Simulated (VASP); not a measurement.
Set up this calculation in VASP 6.6.1, as the native input.

```
Task                   : single point
Functional             : PBE
Potentials or basis    : VASP PAW PBE potentials, release 64 (Sc_sv, Li_sv)
Cutoff                 : 520 eV
k mesh                 : 3 × 2 × 3
Occupations            : fermi-dirac, width 0.15 eV
Spin                   : no spin polarisation
Dipole correction      : no
Further INCAR settings : ALGO = Normal; EDIFF = 1e-06; NBANDS = 80
```

The structure of LiSc12 (a cell with a defect) lies in POSCAR:

```
LiSc12
1.0
    6.6200000000      0.0000000000      0.0000000000
   -4.9650000000      8.5996320000      0.0000000000
    0.0000000000      0.0000000000      5.2761400000
Sc Li
12 1
Direct
    0.0120839426     -0.0066038872     -0.0054763520
    0.1677745777      0.2028404239      0.4901988954
    0.0230971562      0.3301668025     -0.0118148874
    0.1846735984      0.5590636902      0.4760538955
    0.0111297559      0.6545391710     -0.0259157263
    0.2391680365      0.9120963548      0.5184885162
    0.5214129902     -0.0035711993      0.0155647879
    0.6921441989      0.2197709158      0.5022677564
    0.5045164534      0.3143317063      0.0005174237
    0.6300372349      0.4957064442      0.5058834678
    0.5079016435      0.6573480121     -0.0203720902
    0.6671094231      0.9063956458      0.5186458282
   -0.1555602371      0.7590346889      0.4072202406
```

The input as run:

INCAR

```
ALGO     = Normal         # electronic algorithm
EDIFF    = 1E-6           # SCF threshold, eV
ENCUT    = 520            # plane-wave cutoff, eV
GGA      = PE             # functional
ISIF     = 2              # what is computed and relaxed
ISMEAR   = -1             # smearing method
LASPH    = T              # aspherical terms in the spheres
LCHARG   = F              # write CHGCAR
LREAL    = F              # projectors in reciprocal space
LWAVE    = F              # write WAVECAR
NBANDS   = 80             # bands
NELM     = 100            # most SCF steps
PREC     = Accurate       # precision mode
SIGMA    = 0.15           # smearing width, eV
```

KPOINTS

```
k-points
0
Gamma
  3 2 3
```

Potentials or basis: VASP PAW PBE potentials, release 64 (Sc_sv, Li_sv).

Run with:

```sh
$ cat potpaw_PBE.64/Sc_sv/POTCAR potpaw_PBE.64/Li_sv/POTCAR > POTCAR
$ mpirun -np 1 vasp_std > vasp.out
```

Results of the run:

* Largest force: 0.007 eV/Å
* Band gap on the k mesh: zero (an odd number of electrons rules out a gap without spin polarisation)

Caveat: the k points lie up to 0.40 Å⁻¹ apart, too coarse for converged energies and pressures of a metal.

Wall time 17 min on 1 thread of AMD EPYC 7R43 64-Core Processor (Zen 3) (shared host), peak memory 0.42 GiB.
